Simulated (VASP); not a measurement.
ZnO:

```
CELL_PARAMETERS angstrom
2.68821 0.00000 0.00000
0.00000 2.68821 0.00000
0.00000 0.00000 2.68821
ATOMIC_POSITIONS crystal
Zn 0.00000 0.00000 0.00000
O 0.50000 0.50000 0.50000
```

| Item | Value |
| --- | --- |
| Program | VASP 6.6.1 |
| Task | relaxation of cell and atoms |
| Functional | HF |
| Potentials or basis | VASP PAW PBE potentials, release 64 (Zn, O) |
| Cutoff | 600 eV |
| k mesh | 5 × 5 × 5 |
| Occupations | fermi-dirac, width 0.05 eV |
| Spin | no spin polarisation |

At the start: pressure -6.5 GPa; volume 9.71 Å³/atom.

**Question.** Where does the relaxation end?

**Answer.** Over 3 steps the energy falls by 6.7 meV/atom and the volume is 9.39 Å³/atom (-3.4 %); space group Pm-3m (No. 221, to 0.1 Å) before and after.

The path:
```
step  energy change (eV)  largest force (eV/Å)  pressure (GPa)  volume (Å³)
   1              0.0000                0.0000           -6.49        19.43
   2             -0.0073                0.0000            4.73        18.34
   3             -0.0134                0.0000           -0.14        18.77
```

Final structure:
```xyz
2
Lattice="2.6577 0.0000 0.0000 0.0000 2.6577 0.0000 0.0000 0.0000 2.6577" Properties=species:S:1:pos:R:3 pbc="T T T"
Zn    0.0000    0.0000    0.0000
O     1.3288    1.3288    1.3288
```

Caveat: the k points lie up to 0.47 Å⁻¹ apart in the final cell; the PAW data sets were made with another functional, which shifts forces and pressure a little.
